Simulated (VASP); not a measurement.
# TeP2 (P6/mmm) in VASP: further runs

TeP2 is run at these levels: PBE; tasks: single point, relaxation of cell and atoms.

All numbers are computed with VASP 6.6.1; they aren't measurements. Logs are shortened: lines on timing, memory, paths and dates and some standing lists are left out, and cuts for length are marked.

**1. The cell of the first run**

The structure is hexagonal, space group P6/mmm (No. 191). Conventional cell: a = 4.012 Å, b = 4.012 Å, c = 4.333 Å, α = 90.00°, β = 90.00°, γ = 120.00°. Te (site symmetry 6/mmm) has 12 P at 3.17 Å and 6 Te at 4.01 Å within 4.2 Å. P (site symmetry -6m2) has 3 P at 2.32 Å within 3.1 Å.

**2. Single point, PBE**

Input file INCAR:

```
PREC = Accurate
ENCUT = 520
EDIFF = 1E-6
ISMEAR = 0
SIGMA = 0.1
LREAL = False
LASPH = True
NELM = 100
ALGO = Normal
ISIF = 2
LWAVE = False
LCHARG = False
GGA = PE
NBANDS = 15
```

Input file KPOINTS:

```
regular mesh
0
Gamma
  6 6 4
```

Input file POSCAR:

```
TeP2
1.0
    4.0123667100      0.0000000000      0.0000000000
   -2.0061833500      3.4748115000      0.0000000000
    0.0000000000      0.0000000000      4.3333537200
Te P
1 2
Direct
    0.0000000000      0.0000000000      0.0000000000
    0.3333333300      0.6666666700      0.5000000000
    0.6666666700      0.3333333300      0.5000000000
```

Potentials or basis: VASP PAW PBE potentials, release 64 (Te, P).

Started as:

```console
$ cat potpaw_PBE.64/Te/POTCAR potpaw_PBE.64/P/POTCAR > POTCAR
$ mpirun -np 1 vasp_std > vasp.out
```

OUTCAR:

```text
PREC = Accurate
   ENCUT = 520
   EDIFF = 1E-6
   ISMEAR = 0
   LREAL = False
   LASPH = True
   NELM = 100
   ISIF = 2
   GGA = PE

 ion  position               nearest neighbor table
   1  0.000  0.000  0.000-   2 3.17   3 3.17   2 3.17   3 3.17   2 3.17   2 3.17   3 3.17   3 3.17
                             3 3.17   3 3.17   2 3.17   2 3.17
   2  0.333  0.667  0.500-   3 2.32   3 2.32   3 2.32   1 3.17   1 3.17   1 3.17   1 3.17   1 3.17
                             1 3.17
   3  0.667  0.333  0.500-   2 2.32   2 2.32   2 2.32   1 3.17   1 3.17   1 3.17   1 3.17   1 3.17
                             1 3.17

  LATTYP: Found a hexagonal cell.
 ALAT       =     4.0123667100
 C/A-ratio  =     1.0799994201

  Lattice vectors:

 A1 = (   4.0123667100,   0.0000000000,   0.0000000000)
 A2 = (  -2.0061833500,   3.4748115000,   0.0000000000)
 A3 = (   0.0000000000,   0.0000000000,   4.3333537200)

Analysis of symmetry for initial positions (statically):
=====================================================================
 Subroutine PRICEL returns:
 Original cell was already a primitive cell.

 Routine SETGRP: Setting up the symmetry group for a
 hexagonal supercell.

 Subroutine GETGRP returns: Found 24 space group operations
 (whereof 24 operations were pure point group operations)
 out of a pool of 24 trial point group operations.

The static configuration has the point symmetry D_6h.

Analysis of symmetry for dynamics (positions and initial velocities):
=====================================================================
 Subroutine PRICEL returns:
 Original cell was already a primitive cell.

 Routine SETGRP: Setting up the symmetry group for a
 hexagonal supercell.

 Subroutine GETGRP returns: Found 24 space group operations
 (whereof 24 operations were pure point group operations)
 out of a pool of 24 trial point group operations.

The dynamic configuration has the point symmetry D_6h.

 Subroutine INISYM returns: Found 24 space group operations
 (whereof 24 operations are pure point group operations),
 and found     1 'primitive' translations

----------------------------------------------------------------------------------------

                                     Primitive cell

  volume of cell :      60.4166

  direct lattice vectors                    reciprocal lattice vectors
     4.012366710  0.000000000  0.000000000     0.249229463  0.143892697  0.000000000
    -2.006183350  3.474811500  0.000000000     0.000000000  0.287785395  0.000000000
     0.000000000  0.000000000  4.333353720     0.000000000  0.000000000  0.230768145

  length of vectors
     4.012366710  4.012366707  4.333353720     0.287785395  0.287785395  0.230768145

  position of ions in fractional coordinates (direct lattice)
     0.000000000  0.000000000  0.000000000
     0.333333330  0.666666670  0.500000000
     0.666666670  0.333333330  0.500000000

  ion indices of the primitive-cell ions
   primitive index   ion index
                 1           1
                 2           2
                 3           3

----------------------------------------------------------------------------------------

 KPOINTS: regular mesh

Automatic generation of k-mesh.
 Grid dimensions read from file:
 generate k-points for:    6    6    4

 Generating k-lattice:

  Cartesian coordinates                     Fractional coordinates (reciprocal lattice)
     0.041538244  0.023982116  0.000000000     0.166666667  0.000000000  0.000000000
     0.000000000  0.047964232  0.000000000     0.000000000  0.166666667  0.000000000
     0.000000000  0.000000000  0.057692036     0.000000000  0.000000000  0.250000000

  Length of vectors
     0.047964232  0.047964232  0.057692036

  Shift w.r.t. Gamma in fractional coordinates (k-lattice)
     0.000000000  0.000000000  0.000000000

 Subroutine IBZKPT returns following result:
 ===========================================

 Found     21 irreducible k-points:

 Following reciprocal coordinates:
            Coordinates               Weight
  0.000000  0.000000  0.000000      1.000000
  0.166667  0.000000  0.000000      6.000000
  0.333333 -0.000000  0.000000      6.000000
  0.500000  0.000000  0.000000      3.000000
  0.166667  0.166667  0.000000      6.000000
  0.333333  0.166667  0.000000     12.000000
[... 13 lines left out ...]
  0.333333  0.166667  0.500000     12.000000
  0.333333  0.333333  0.500000      2.000000
   k-points           NKPTS =     21   k-points in BZ     NKDIM =     21   number of bands    NBANDS=     15
   number of dos      NEDOS =    301   number of ions     NIONS =      3
   total plane-waves  NPLWV =  28800
   dimension x,y,z NGX =    30 NGY =   30 NGZ =   32
   dimension x,y,z NGXF=    60 NGYF=   60 NGZF=   64
   ions per type =               1   2
   NGX,Y,Z   is equivalent  to a cutoff of  12.43, 12.43, 12.28 a.u.
   NGXF,Y,Z  is equivalent  to a cutoff of  24.86, 24.86, 24.55 a.u.
 SYSTEM =  unknown system
   PREC   = accura    normal or accurate (medium, high low for compatibility)
   ISTART =      0    job   : 0-new  1-cont  2-samecut
   ICHARG =      2    charge: 1-file 2-atom 10-const
   ISPIN  =      1    spin polarized calculation?
   LNONCOLLINEAR =      F non collinear calculations
   LSORBIT =      F    spin-orbit coupling
   LASPH  =      T    aspherical Exc in radial PAW
   ENCUT  =  520.0 eV  38.22 Ry    6.18 a.u.   7.46  7.46  8.06*2*pi/ulx,y,z
   NELM   =    100;   NELMIN=  2; NELMDL= -5     # of ELM steps
   EDIFF  = 0.1E-05   stopping-criterion for ELM
   LREAL  =      F    real-space projection
   EDIFFG = 0.1E-04   stopping-criterion for IOM
   NSW    =      0    number of steps for IOM
   IBRION =     -1    ionic relax: 0-MD 1-quasi-New 2-CG
   NFREE  =      0    steps in history (QN), initial steepest desc. (CG)
   ISIF   =      2    stress and relaxation
   ISYM   =      2    0-nonsym 1-usesym 2-fastsym
   POTIM  = 0.5000    time-step for ionic-motion
   TEBEG  =    0.0;   TEEND  =   0.0 temperature during run
   PSTRESS=    0.0 pullay stress
   NELECT =      16.0000    total number of electrons
   NUPDOWN=      -1.0000    fix difference up-down
   EMIN   =  10.00;   EMAX   =-10.00  energy-range for DOS
   EFERMI =   0.00;   METHOD = LEGACY
   ISMEAR =     0;   SIGMA  =   0.10  broadening in eV -4-tet -1-fermi 0-gaus
   EFERMI_NEDOS =   21; number of points for ismear=-14 and -15
   IALGO  =     38    algorithm
   IMIX   =      4    mixing-type and parameters
     AMIX     =   0.40;   BMIX     =  1.00
     AMIX_MAG =   1.60;   BMIX_MAG =  1.00
  volume/ion in A,a.u.               =      20.14       135.90
  Fermi-wavevector in a.u.,A,eV,Ry     =   1.051307  1.986682 15.037786  1.105246
  Thomas-Fermi vector in A             =   2.186345
   LORBIT       =      0    0 simple, 1 ext, 2 COOP (PROOUT), +10 PAW based schemes
   GGA     = PE    functional components
   LHFCALC =     F    Hartree Fock is set to
   AEXX    =    0.0000 exact exchange contribution
   IVDW    =     0    specifies the selected vdW correction
   LEPSILON=     F    determine dielectric tensor
   LRPA    =     F    only Hartree local field effects (RPA)
 non-spin polarized calculation
 Gauss-broadening in eV      SIGMA  =   0.10
  energy-cutoff  :      520.00
  volume of cell :       60.42
 maximum number of plane-waves:      1660
 NGX is ok and might be reduce to    30
   NGX = 15   NGY = 15   NGZ = 17

 number of electron      16.0000001 magnetization

 Free energy of the ion-electron system (eV)
  ---------------------------------------------------
  ext. energy  EPLUGINS =         0.00000000
  ---------------------------------------------------
  free energy    TOTEN  =       -12.05132053 eV

  energy without entropy =      -12.02602421  energy(sigma->0) =      -12.03867237

 E-fermi :   8.1721     XC(G=0): -10.4998

 val. band max:        8.1638775022   @ k =   0.1667   0.1667   0.2500
 cond. band min:       8.1726066345   @ k =   0.0000   0.0000   0.5000
 fundamental gap:      0.0087291323
 Fermi energy:         8.1720589671

 k-point     1 :       0.0000    0.0000    0.0000
  band No.  band energies     occupation
      1      -7.0861      2.00000
      2      -1.5037      2.00000
      3       2.3555      2.00000
      4       3.3347      2.00000
      5       3.6393      2.00000
      6       3.6393      2.00000
      7       6.0858      2.00000
      8       6.0858      2.00000
      9      10.7532      0.00000
     10      10.9414      0.00000
     11      10.9872      0.00000
     12      11.6039      0.00000
     13      11.6039      0.00000
     14      15.5972      0.00000
     15      15.5972      0.00000

 k-point     2 :       0.1667    0.0000    0.0000
  band No.  band energies     occupation
      1      -6.7753      2.00000
      2      -1.5930      2.00000
      3       0.9178      2.00000
      4       2.6835      2.00000
      5       3.0312      2.00000
      6       5.0515      2.00000
      7       6.9355      2.00000
      8       7.0094      2.00000
      9       9.6483      0.00000
     10      10.3142      0.00000
     11      10.6344      0.00000
     12      11.4963      0.00000
     13      12.2654      0.00000
     14      14.6298      0.00000
     15      15.9585      0.00000
[... 311 lines left out ...]
      3      -2.2644      2.00000
      4       1.3126      2.00000
      5       2.4102      2.00000
      6       4.5683      2.00000
      7       6.1931      2.00000
      8       9.1656      0.00000
      9       9.3029      0.00000
     10      10.8031      0.00000
     11      11.8689      0.00000
     12      14.3760      0.00000
     13      15.7786      0.00000
     14      16.0648      0.00000
     15      17.3029      0.00000

 k-point    21 :       0.3333    0.3333    0.5000
  band No.  band energies     occupation
      1      -3.2902      2.00000
      2      -3.2902      2.00000
      3      -2.5924      2.00000
      4       0.4788      2.00000
      5       2.9451      2.00000
      6       2.9451      2.00000
      7       8.1432      1.31656
      8       9.7456      0.00000
      9       9.7456      0.00000
     10      10.6882      0.00000
     11      10.6882      0.00000
     12      15.1097      0.00000
     13      15.9827      0.00000
     14      16.4373      0.00000
     15      17.3282      0.00000

------------------------ aborting loop because EDIFF is reached ----------------------------------------

  FORCE on cell =-STRESS in cart. coord.  units (eV):
  Direction    XX          YY          ZZ          XY          YZ          ZX
  --------------------------------------------------------------------------------------
  -------------------------------------------------------------------------------------
  Total        1.4883206      1.4883206     -0.8705278      0.0000000      0.0000000      0.0000000
  in kB       39.4685414     39.4685414    -23.0853905      0.0000001      0.0000000      0.0000000
  external PRESSURE =      18.6172307 kB  Pullay stress =       0.0000000 kB

 VOLUME and BASIS-vectors are now :
 -----------------------------------------------------------------------------
  energy-cutoff  :      520.00
  volume of cell :       60.42
      direct lattice vectors                 reciprocal lattice vectors
     4.012366710  0.000000000  0.000000000     0.249229463  0.143892697  0.000000000
    -2.006183350  3.474811500  0.000000000     0.000000000  0.287785395  0.000000000
     0.000000000  0.000000000  4.333353720     0.000000000  0.000000000  0.230768145

 POSITION                                       TOTAL-FORCE (eV/Angst)
 -----------------------------------------------------------------------------------
      0.00000      0.00000      0.00000         0.000000      0.000000      0.000000
     -0.00000      2.31654      2.16668        -0.000000     -0.000000     -0.000000
      2.00618      1.15827      2.16668         0.000000      0.000000      0.000000
 -----------------------------------------------------------------------------------
    total drift:                                0.000000      0.000000      0.000000

  FREE ENERGIE OF THE ION-ELECTRON SYSTEM (eV)
  ---------------------------------------------------
  free  energy   TOTEN  =       -12.0513205315 eV

  energy  without entropy=      -12.0260242133  energy(sigma->0) =      -12.03867237
```

Run time: 12 s. Hardware: 1 thread of Intel Xeon Platinum 8488C (Sapphire Rapids), shared host; peak memory 0.17 GiB.

Results:

- Free energy: -12.0513 eV
- Pressure: 1.9 GPa
- Band gap on the k mesh: zero (band 8 reaches 9.75 eV, above the bottom of band 9 at 6.43 eV)

Levels at points of the mesh, in eV from the Fermi level:
| k point | band 6 | band 7 | band 8 | band 9 | band 10 | band 11 |
| --- | --- | --- | --- | --- | --- | --- |
| (0.00, 0.00, 0.00) | -4.53 | -2.09 | -2.09 | 2.58 | 2.77 | 2.82 |
| (0.50, 0.00, 0.00) | -2.89 | -2.36 | -1.64 | 0.30 | 1.14 | 4.85 |
| (0.00, 0.00, 0.50) | -2.03 | -0.76 | -0.39 | -0.39 | 0.00 | 0.00 |
| (0.50, 0.00, 0.50) | -4.05 | -1.66 | -1.34 | 2.46 | 2.95 | 5.07 |

Caveat: the k points lie up to 0.36 Å⁻¹ apart; spin-orbit coupling is left out, which moves the levels of the heavy elements.

**3. Single point, PBE**

This run uses another cell than the first one, of 20.36 Å³/atom, 1.011 times its volume.

Input file INCAR:

```
PREC = Accurate
ENCUT = 520
EDIFF = 1E-6
ISMEAR = 0
SIGMA = 0.1
LREAL = F
LASPH = T
NELM = 100
ALGO = Normal
ISIF = 2
LWAVE = F
LCHARG = F
GGA = PE
NBANDS = 15
```

Input file KPOINTS:

```
Automatic mesh
0
Gamma
  12 12 10
```

Input file POSCAR:

```
TeP2
1.0
    4.1829150806     -0.0000000030      0.0000000000
   -2.0914575377      3.6225107232      0.0000000000
    0.0000000000      0.0000000000      4.0302791560
Te P
1 2
Direct
    0.0000000000      0.0000000000      0.0000000000
    0.3333333333      0.6666666667      0.5000000000
    0.6666666667      0.3333333333      0.5000000000
```

Potentials or basis: VASP PAW PBE potentials, release 64 (Te, P).

Started as:

```console
$ cat potpaw_PBE.64/Te/POTCAR potpaw_PBE.64/P/POTCAR > POTCAR
$ mpirun -np 1 vasp_std > vasp.out
```

Wall time 35 s (1 thread of AMD EPYC 9R45 (Zen 5), shared host); peak memory 0.21 GiB.

Results (log left out):

* Free energy: -12.1165 eV
* Pressure: -0.1 GPa
* Band gap on the k mesh: zero (band 8 reaches 9.08 eV, above the bottom of band 9 at 6.59 eV)

Levels at points of the mesh, in eV from the Fermi level:
```tsv
k point	band 6	band 7	band 8	band 9	band 10	band 11
(0.00, 0.00, 0.00)	-4.40	-2.79	-2.79	2.32	2.32	2.78
(0.50, 0.00, 0.00)	-2.27	-1.63	-1.38	0.50	1.18	3.67
(0.00, 0.00, 0.50)	-2.00	-1.09	-0.90	-0.90	-0.22	-0.22
(0.50, 0.00, 0.50)	-4.47	-1.99	-1.66	2.43	3.60	4.07
```

Caveat: spin-orbit coupling is left out, which moves the levels of the heavy elements.

(Continued in part 2 of 2.)
